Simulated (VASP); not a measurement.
# Al (Im-3m) in VASP: a series of runs

Runs on Al. Level: r2SCAN. Tasks: single point.

All numbers are computed with VASP 6.6.1; they aren't measurements. Logs are shortened: lines on timing, memory, paths and dates and some standing lists are left out, and cuts for length are marked.

## 1. The cell of the first run

Symmetry: Im-3m, No. 229, cubic system. The conventional cell has a = 3.182 Å, b = 3.182 Å, c = 3.182 Å, α = 90.00°, β = 90.00°, γ = 90.00°. Within 3.6 Å of Al (site symmetry m-3m) lie 14 Al at 2.76 to 3.18 Å.

## 2. Single point, r2SCAN

The input, POSCAR:

```
Al
1.0
   -1.5912186900      1.5912186900      1.5912186900
    1.5912186900     -1.5912186900      1.5912186900
    1.5912186900      1.5912186900     -1.5912186900
Al
1
Direct
    0.0000000000      0.0000000000      0.0000000000
```

The input, INCAR.step1:

```
PREC = Accurate
ENCUT = 520
ISMEAR = -1
SIGMA = 0.5
LREAL = F
LASPH = T
NELM = 60
NBANDS = 8
GGA = PE
ALGO = Normal
EDIFF = 1E-4
LWAVE = T
LCHARG = F
```

The input, INCAR.step2:

```
PREC = Accurate
ENCUT = 520
EDIFF = 1E-6
ISMEAR = -1
SIGMA = 0.5
LREAL = F
LASPH = T
NELM = 60
ALGO = Normal
ISIF = 2
LWAVE = F
LCHARG = F
METAGGA = R2SCAN
LMIXTAU = T
NBANDS = 8
ISTART = 1
```

The input, KPOINTS:

```
regular mesh
0
Gamma
  12 12 12
```

Potentials or basis: VASP PAW PBE potentials, release 64 (Al).

The run is started by

```bash
cat potpaw_PBE.64/Al/POTCAR > POTCAR
cp INCAR.step1 INCAR
mpirun -np 1 vasp_std > vasp.out
cp INCAR.step2 INCAR
mpirun -np 1 vasp_std > vasp.out
```

OUTCAR:

```text
PREC = Accurate
   ENCUT = 520
   EDIFF = 1E-6
   ISMEAR = -1
   LREAL = F
   LASPH = T
   NELM = 60
   ISIF = 2
   METAGGA = R2SCAN
   ISTART = 1

 ion  position               nearest neighbor table
   1  0.000  0.000  0.000-

  LATTYP: Found a body centered cubic cell.
 ALAT       =     3.1824373800

  Lattice vectors:

 A1 = (  -1.5912186900,   1.5912186900,   1.5912186900)
 A2 = (   1.5912186900,  -1.5912186900,   1.5912186900)
 A3 = (   1.5912186900,   1.5912186900,  -1.5912186900)

Analysis of symmetry for initial positions (statically):
=====================================================================
 Subroutine PRICEL returns:
 Original cell was already a primitive cell.

 Routine SETGRP: Setting up the symmetry group for a
 body centered cubic supercell.

 Subroutine GETGRP returns: Found 48 space group operations
 (whereof 48 operations were pure point group operations)
 out of a pool of 48 trial point group operations.

The static configuration has the point symmetry O_h .

Analysis of symmetry for dynamics (positions and initial velocities):
=====================================================================
 Subroutine PRICEL returns:
 Original cell was already a primitive cell.

 Routine SETGRP: Setting up the symmetry group for a
 body centered cubic supercell.

 Subroutine GETGRP returns: Found 48 space group operations
 (whereof 48 operations were pure point group operations)
 out of a pool of 48 trial point group operations.

The dynamic configuration has the point symmetry O_h .

 Subroutine INISYM returns: Found 48 space group operations
 (whereof 48 operations are pure point group operations),
 and found     1 'primitive' translations

----------------------------------------------------------------------------------------

                                     Primitive cell

  volume of cell :      16.1157

  direct lattice vectors                    reciprocal lattice vectors
    -1.591218690  1.591218690  1.591218690     0.000000000  0.314224565  0.314224565
     1.591218690 -1.591218690  1.591218690     0.314224565  0.000000000  0.314224565
     1.591218690  1.591218690 -1.591218690     0.314224565  0.314224565  0.000000000

  length of vectors
     2.756071617  2.756071617  2.756071617     0.444380641  0.444380641  0.444380641

  position of ions in fractional coordinates (direct lattice)
     0.000000000  0.000000000  0.000000000

  ion indices of the primitive-cell ions
   primitive index   ion index
                 1           1

----------------------------------------------------------------------------------------

 KPOINTS: regular mesh

Automatic generation of k-mesh.
 Grid dimensions read from file:
 generate k-points for:   12   12   12

 Generating k-lattice:

  Cartesian coordinates                     Fractional coordinates (reciprocal lattice)
     0.000000000  0.026185380  0.026185380     0.083333333  0.000000000  0.000000000
     0.026185380  0.000000000  0.026185380     0.000000000  0.083333333  0.000000000
     0.026185380  0.026185380  0.000000000     0.000000000  0.000000000  0.083333333

  Length of vectors
     0.037031720  0.037031720  0.037031720

  Shift w.r.t. Gamma in fractional coordinates (k-lattice)
     0.000000000  0.000000000  0.000000000

 Subroutine IBZKPT returns following result:
 ===========================================

 Found     72 irreducible k-points:

 Following reciprocal coordinates:
            Coordinates               Weight
  0.000000  0.000000  0.000000      1.000000
  0.083333  0.000000  0.000000     12.000000
  0.166667  0.000000  0.000000     12.000000
  0.250000  0.000000  0.000000     12.000000
  0.333333  0.000000  0.000000     12.000000
  0.416667  0.000000  0.000000     12.000000
[... 16 lines left out ...]
  0.333333  0.083333  0.083333     24.000000
  0.416667  0.083333  0.083333     12.000000
 [... further k-points ...]
   k-points           NKPTS =     72   k-points in BZ     NKDIM =     72   number of bands    NBANDS=      8
   number of dos      NEDOS =    301   number of ions     NIONS =      1
   total plane-waves  NPLWV =   8000
   dimension x,y,z NGX =    20 NGY =   20 NGZ =   20
   dimension x,y,z NGXF=    40 NGYF=   40 NGZF=   40
   ions per type =               1
   NGX,Y,Z   is equivalent  to a cutoff of  12.06, 12.06, 12.06 a.u.
   NGXF,Y,Z  is equivalent  to a cutoff of  24.13, 24.13, 24.13 a.u.
 SYSTEM =  unknown system
   PREC   = accura    normal or accurate (medium, high low for compatibility)
   ISTART =      1    job   : 0-new  1-cont  2-samecut
   ICHARG =      0    charge: 1-file 2-atom 10-const
   ISPIN  =      1    spin polarized calculation?
   LNONCOLLINEAR =      F non collinear calculations
   LSORBIT =      F    spin-orbit coupling
   LASPH  =      T    aspherical Exc in radial PAW
   ENCUT  =  520.0 eV  38.22 Ry    6.18 a.u.   5.12  5.12  5.12*2*pi/ulx,y,z
   NELM   =     60;   NELMIN=  2; NELMDL=  0     # of ELM steps
   EDIFF  = 0.1E-05   stopping-criterion for ELM
   LREAL  =      F    real-space projection
   EDIFFG = 0.1E-04   stopping-criterion for IOM
   NSW    =      0    number of steps for IOM
   IBRION =     -1    ionic relax: 0-MD 1-quasi-New 2-CG
   NFREE  =      0    steps in history (QN), initial steepest desc. (CG)
   ISIF   =      2    stress and relaxation
   ISYM   =      2    0-nonsym 1-usesym 2-fastsym
   POTIM  = 0.5000    time-step for ionic-motion
   TEBEG  =    0.0;   TEEND  =   0.0 temperature during run
   PSTRESS=    0.0 pullay stress
   NELECT =       3.0000    total number of electrons
   NUPDOWN=      -1.0000    fix difference up-down
   EMIN   =  10.00;   EMAX   =-10.00  energy-range for DOS
   EFERMI =   0.00;   METHOD = LEGACY
   ISMEAR =    -1;   SIGMA  =   0.50  broadening in eV -4-tet -1-fermi 0-gaus
   EFERMI_NEDOS =   21; number of points for ismear=-14 and -15
   IALGO  =     38    algorithm
   IMIX   =      4    mixing-type and parameters
     AMIX     =   0.40;   BMIX     =  1.00
     AMIX_MAG =   1.60;   BMIX_MAG =  1.00
  volume/ion in A,a.u.               =      16.12       108.75
  Fermi-wavevector in a.u.,A,eV,Ry     =   0.934757  1.766435 11.888371  0.873771
  Thomas-Fermi vector in A             =   2.061595
   LORBIT       =      0    0 simple, 1 ext, 2 COOP (PROOUT), +10 PAW based schemes
   METAGGA = R2SCAN    functional components
   LHFCALC =     F    Hartree Fock is set to
   AEXX    =    0.0000 exact exchange contribution
   IVDW    =     0    specifies the selected vdW correction
   LEPSILON=     F    determine dielectric tensor
   LRPA    =     F    only Hartree local field effects (RPA)
 non-spin polarized calculation
  energy-cutoff  :      520.00
  volume of cell :       16.12
 maximum number of plane-waves:       466
   NGX = 11   NGY = 11   NGZ = 11

 number of electron       3.0000000 magnetization

 Free energy of the ion-electron system (eV)
  ---------------------------------------------------
  ext. energy  EPLUGINS =         0.00000000
  ---------------------------------------------------
  free energy    TOTEN  =        -6.78149275 eV

  energy without entropy =       -6.46510363  energy(sigma->0) =       -6.62329819

 E-fermi :   8.2628     XC(G=0): -11.0110

 val. band max:        8.1656596754   @ k =   0.2500   0.2500   0.1667
 cond. band min:       8.3004575779   @ k =  -0.3333   0.5000   0.1667
 fundamental gap:      0.1347979025
 Fermi energy:         8.2627679667

 k-point     1 :       0.0000    0.0000    0.0000
  band No.  band energies     occupation
      1      -3.7497      2.00000
      2      22.4639      0.00000
      3      22.4639      0.00000
      4      22.4639      0.00000
      5      24.5701      0.00000
      6      24.5701      0.00000
      7      24.5701      0.00000
      8      25.7330      0.00000

 k-point     2 :       0.0833    0.0000    0.0000
  band No.  band energies     occupation
      1      -3.5338      2.00000
      2      20.2376      0.00000
      3      21.3647      0.00000
      4      21.6344      0.00000
      5      23.5347      0.00000
      6      24.4203      0.00000
      7      25.2257      0.00000
      8      25.9838      0.00000

 k-point     3 :       0.1667    0.0000    0.0000
  band No.  band energies     occupation
      1      -2.8881      2.00000
      2      16.5518      0.00000
      3      19.9388      0.00000
      4      20.1629      0.00000
      5      22.0274      0.00000
      6      23.2604      0.00000
      7      26.1902      0.00000
      8      26.5041      0.00000

 k-point     4 :       0.2500    0.0000    0.0000
  band No.  band energies     occupation
      1      -1.8186      2.00000
      2      12.9170      0.00018
      3      18.7864      0.00000
      4      18.8312      0.00000
      5      20.7597      0.00000
      6      22.2567      0.00000
      7      27.3226      0.00000
      8      27.4175      0.00000

 k-point     5 :       0.3333    0.0000    0.0000
  band No.  band energies     occupation
      1      -0.3351      2.00000
      2       9.5627      0.13829
      3      17.8324      0.00000
      4      17.9581      0.00000
      5      19.8345      0.00000
      6      21.4519      0.00000
      7      28.4284      0.00000
      8      28.9659      0.00000
[... 177 lines left out ...]
 k-point    22 :       0.2500    0.0833    0.0833
  band No.  band energies     occupation
      1       0.0856      2.00000
      2       9.9350      0.06815
      3      14.3026      0.00001
      4      15.2682      0.00000
      5      24.0232      0.00000
      6      24.5966      0.00000
      7      28.6844      0.00000
      8      29.1363      0.00000

 k-point    23 :       0.3333    0.0833    0.0833
  band No.  band energies     occupation
      1       1.9576      1.99999
      2       6.9478      1.86553
      3      13.6994      0.00004
      4      14.7149      0.00000
      5      23.5030      0.00000
      6      24.1745      0.00000
      7      29.9855      0.00000
      8      31.0100      0.00000

 k-point    24 :       0.4167    0.0833    0.0833
  band No.  band energies     occupation
      1       3.8737      1.99969
      2       4.6583      1.99852
      3      13.4979      0.00006
      4      14.5296      0.00001
      5      23.3241      0.00000
      6      24.0265      0.00000
      7      30.7696      0.00000
      8      32.2996      0.00000

 [... further k-points ...]
[... 5 lines left out ...]
  --------------------------------------------------------------------------------------
  -------------------------------------------------------------------------------------
  Total        0.1223396      0.1223396      0.1223396      0.0000000     -0.0000000     -0.0000000
  in kB       12.1626481     12.1626481     12.1626481      0.0000000     -0.0000000     -0.0000000
  external PRESSURE =      12.1626481 kB  Pullay stress =       0.0000000 kB

 VOLUME and BASIS-vectors are now :
 -----------------------------------------------------------------------------
  energy-cutoff  :      520.00
  volume of cell :       16.12
      direct lattice vectors                 reciprocal lattice vectors
    -1.591218690  1.591218690  1.591218690     0.000000000  0.314224565  0.314224565
     1.591218690 -1.591218690  1.591218690     0.314224565  0.000000000  0.314224565
     1.591218690  1.591218690 -1.591218690     0.314224565  0.314224565  0.000000000

 POSITION                                       TOTAL-FORCE (eV/Angst)
 -----------------------------------------------------------------------------------
      0.00000      0.00000      0.00000         0.000000      0.000000      0.000000
 -----------------------------------------------------------------------------------
    total drift:                                0.000000      0.000000     -0.000000

  FREE ENERGIE OF THE ION-ELECTRON SYSTEM (eV)
  ---------------------------------------------------
  free  energy   TOTEN  =        -6.7814927476 eV

  energy  without entropy=       -6.4651036319  energy(sigma->0) =       -6.62329819
```

Wall time 12 s (1 thread of Intel Xeon 6975P-C, shared host); peak memory 0.12 GiB.

What came out:

```
Free energy : -6.7815 eV
Pressure    : 1.2 GPa
```

Caveat: the PAW data sets were made with another functional, which shifts forces and pressure a little.

## 3. Single point, r2SCAN

POSCAR is that of step 2.

The input, INCAR.step1:

```
SYSTEM = Al
PREC = Accurate
ENCUT = 520
ISMEAR = -1
SIGMA = 0.3
LREAL = .False.
LASPH = .True.
NELM = 60
NBANDS = 8
GGA = PE
ALGO = Normal
EDIFF = 1E-4
LWAVE = .True.
LCHARG = .False.
```

The input, INCAR.step2:

```
SYSTEM = Al
PREC = Accurate
ENCUT = 520
EDIFF = 1E-6
ISMEAR = -1
SIGMA = 0.3
LREAL = .False.
LASPH = .True.
NELM = 60
ALGO = Normal
ISIF = 2
LWAVE = .False.
LCHARG = .True.
METAGGA = R2SCAN
LMIXTAU = .True.
LELF = .True.
LVHAR = .True.
NBANDS = 8
ISTART = 1
```

The input, KPOINTS:

```
Automatic mesh
0
Gamma
  12 12 12
  0 0 0
```

Potentials or basis: VASP PAW PBE potentials, release 64 (Al).

The run is started by

```bash
cat potpaw_PBE.64/Al/POTCAR > POTCAR
cp INCAR.step1 INCAR
mpirun -np 1 vasp_std > vasp.out
cp INCAR.step2 INCAR
mpirun -np 1 vasp_std > vasp.out
```

It took 14 s on 1 thread of Intel Xeon 6975P-C, shared host; peak memory 0.12 GiB.

It converged, with:

* Free energy: -6.6796 eV
* Pressure: 0.5 GPa

Levels at points of the mesh, in eV from the Fermi level:
```csv
k point,band 1,band 2,band 3,band 4,band 5
"(0.00, 0.00, 0.00)",-12.03,14.18,14.18,14.18,16.29
"(0.50, 0.00, 0.00)",-4.81,-4.03,8.73,9.01,10.81
"(0.50, 0.50, 0.50)",2.05,2.05,2.05,2.93,2.93
```

Caveat: the PAW data sets were made with another functional, which shifts forces and pressure a little.

## 4. Single point, r2SCAN

POSCAR is that of step 3.

The input, INCAR.step1:

```
ALGO = Normal ; EDIFF = 1E-4
ENCUT = 520 ; GGA = PE
ISMEAR = -1 ; LASPH = T
LCHARG = F ; LREAL = F
LWAVE = T ; NBANDS = 8
NELM = 60 ; PREC = Accurate
SIGMA = 0.2
```

The input, INCAR.step2:

```
ALGO = Normal ; EDIFF = 1E-7
ENCUT = 520 ; ISIF = 2
ISMEAR = -1 ; ISTART = 1
LASPH = T ; LCHARG = F
LMIXTAU = T ; LREAL = F
LWAVE = F ; METAGGA = R2SCAN
NBANDS = 8 ; NELM = 60
PREC = Accurate ; SIGMA = 0.2
```

The input, KPOINTS:

```
k-points
0
Gamma
  12 12 12
```

The run is started by

```bash
cat potpaw_PBE.64/Al/POTCAR > POTCAR
cp INCAR.step1 INCAR
mpirun -np 1 vasp_std > vasp.out
cp INCAR.step2 INCAR
mpirun -np 1 vasp_std > vasp.out
```

Wall time 15 s (1 thread of Intel Xeon 6975P-C, shared host); peak memory 0.12 GiB.

The run converged. Its results:

- Free energy: -6.6468 eV
- Pressure: 0.3 GPa

Levels at points of the mesh, in eV from the Fermi level:
| k point | band 1 | band 2 | band 3 | band 4 | band 5 |
| --- | --- | --- | --- | --- | --- |
| (0.00, 0.00, 0.00) | -12.03 | 14.18 | 14.18 | 14.18 | 16.28 |
| (0.50, 0.00, 0.00) | -4.81 | -4.04 | 8.73 | 9.01 | 10.80 |
| (0.50, 0.50, 0.50) | 2.04 | 2.04 | 2.04 | 2.92 | 2.92 |

Caveat: the PAW data sets were made with another functional, which shifts forces and pressure a little.

## 5. Single point, r2SCAN

POSCAR is that of step 4.

The input, INCAR.step1:

```
ALGO = Normal
EDIFF = 1E-4
ENCUT = 520
GGA = PE
ISMEAR = -1
LASPH = True
LCHARG = False
LREAL = False
LWAVE = True
NBANDS = 8
NELM = 60
PREC = Accurate
SIGMA = 0.1
```

The input, INCAR.step2:

```
ALGO = Normal
EDIFF = 1E-6
ENCUT = 520
ISIF = 2
ISMEAR = -1
ISTART = 1
LASPH = True
LCHARG = False
LMIXTAU = True
LREAL = False
LWAVE = False
METAGGA = R2SCAN
NBANDS = 8
NELM = 60
PREC = Accurate
SIGMA = 0.1
```

KPOINTS is that of step 4.

The run is started by

```bash
cat potpaw_PBE.64/Al/POTCAR > POTCAR
cp INCAR.step1 INCAR
mpirun -np 1 vasp_std > vasp.out
cp INCAR.step2 INCAR
mpirun -np 1 vasp_std > vasp.out
```

Run time: 16 s. Hardware: 1 thread of Intel Xeon 6975P-C, shared host; peak memory 0.12 GiB.

The run converged. Its results:

```yaml
Free_energy: -6.6261 eV
Pressure: 0.1 GPa
```

Levels at points of the mesh, in eV from the Fermi level:
| k point | band 1 | band 2 | band 3 | band 4 |
| --- | --- | --- | --- | --- |
| (0.00, 0.00, 0.00) | -12.03 | 14.18 | 14.18 | 14.18 |
| (0.50, 0.00, 0.00) | -4.81 | -4.03 | 8.73 | 9.01 |
| (0.50, 0.50, 0.50) | 2.05 | 2.05 | 2.05 | 2.93 |

Caveat: the PAW data sets were made with another functional, which shifts forces and pressure a little.

## 6. Overview

| smearing | gap on the mesh (eV) | pressure (GPa) |
| --- | --- | --- |
| fermi-dirac 0.5 eV | none | 1.2 |
| fermi-dirac 0.3 eV | none | 0.5 |
| fermi-dirac 0.2 eV | none | 0.3 |
| fermi-dirac 0.1 eV | none | 0.1 |

Alike in all rows: task single point; level r2SCAN; potentials or basis VASP PAW PBE potentials, release 64 (Al); no spin polarisation; cell as given; k mesh 12 × 12 × 12; cutoff (eV) 520.

Every run on the cell as given and a fine mesh finds a metal.

Caveats: the PAW data sets were made with another functional, which shifts forces and pressure a little.

Total energies depend on the potentials used, so only differences within one code and one set of settings carry meaning.
